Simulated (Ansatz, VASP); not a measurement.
# Ni in VASP and in Ansatz

Contents of INCAR:

```
SYSTEM = Ni
PREC = Accurate
ENCUT = 520
EDIFF = 1E-6
ISMEAR = -1
SIGMA = 0.1
LREAL = .FALSE.
LASPH = .TRUE.
NELM = 150
ALGO = Normal
ISIF = 2
LWAVE = .FALSE.
LCHARG = .FALSE.
ISPIN = 2
MAGMOM = 1.5 1.5
LORBIT = 11
LMAXMIX = 4
GGA = PS
NBANDS = 21
```

File KPOINTS:

```
regular mesh
0
G
  13 13 7
  0 0 0
```

POSCAR

```
Ni
1.0
    2.3809198161      0.0000000000      0.0000000000
   -1.1904594218      2.0619369410      0.0000000000
    0.0000000000      0.0000000000      3.9611675521
Ni
2
Direct
    0.3333333333      0.6666666667      0.2500000000
    0.6666666667      0.3333333333      0.7500000000
```

Input for Ansatz:

```yaml
crystal:
  lattice:
    - [2.3809198161267626, 0.0, 0.0]
    - [-1.1904594217689681, 2.0619369410252855, 0.0]
    - [0.0, 0.0, 3.961167552134767]
  atoms:
    - { symbol: Ni, position: [0.3333333333333333, 0.6666666666666666, 0.25], spin: 1.5 }
    - { symbol: Ni, position: [0.6666666666666666, 0.3333333333333333, 0.75], spin: 1.5 }
basis:
  ecutwfc: 421.77648681281397
kpoints:
  mp_grid:
    grid: [13, 13, 7]
hamiltonian:
  xc: pbesol
magnetization:
  spin_polarized: true
scf:
  occupations:
    method: fermi_dirac
```

Alike in both runs: task single point; functional PBEsol; k mesh 13 × 13 × 7; collinear spin.

```csv
,VASP,Ansatz
version,VASP 6.6.1,Ansatz 0.2.0
potentials or method,"VASP PAW PBE potentials, release 64 (Ni), cutoff 520 eV","plane waves, PAW"
occupations,"fermi-dirac, width 0.1 eV",fermi-dirac
valence electrons in the cell,20,36
```

Ansatz gave:

| Item | Value |
| --- | --- |
| net moment per atom (μB) | 0.60 |
| size of the moment on the site where the two differ most (μB) | 0.63 |

Problem. Estimate VASP's values.

Solution. net moment per atom (μB): 0.59; size of the moment on the site where the two differ most (μB): 0.59.

VASP's potentials were made for PBE, not for PBEsol. Site moments also hang on the region over which each program counts them. VASP's potentials hold 20 valence electrons a cell and Ansatz's 36, so a difference there can come from the potentials and not from the codes.
